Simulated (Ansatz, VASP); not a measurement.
## Si4Ge: VASP beside Ansatz

```
Si Ge
1.0
     1.51339    0.87376   10.05573
    -1.51339    0.87376   10.05573
     0.00000   -1.74751   10.05573
Si Ge
4 1
Direct
  0.59398 0.59398 0.59398
  0.19924 0.19924 0.19924
  0.80076 0.80076 0.80076
  0.40602 0.40602 0.40602
  0.00000 0.00000 0.00000
```

Change from the starting cell: species swapped into the Mg4Sc type (R-3m, No. 166).

Alike in both runs: functional PBE; k mesh 6 × 6 × 6; occupations gaussian, width 0.2 eV; no spin polarisation.

Ansatz relaxed the structure, and its values are those at the end. VASP's run is a single point on that final structure, the one shown.

|  | VASP | Ansatz |
| --- | --- | --- |
| version | VASP 6.6.1 | Ansatz 0.2.0 |
| potentials or method | VASP PAW PBE potentials, release 64 (Si, Ge_d), cutoff 500 eV | scalar-relativistic, plane waves, PAW |
| valence electrons in the cell | 30 | 30 |

```tsv
	VASP	Ansatz	Ansatz less VASP
gap on the k mesh at the Fermi level (eV)	none	none	-
pressure (GPa)	0.0	0.1	+0.05
rms of the force components (eV/Å)	0.003	0.003	-0.0002
```

A gap of «none» marks a metal or a gap that the smearing closes.

The k mesh is coarse, so the values compare programs but aren't converged.
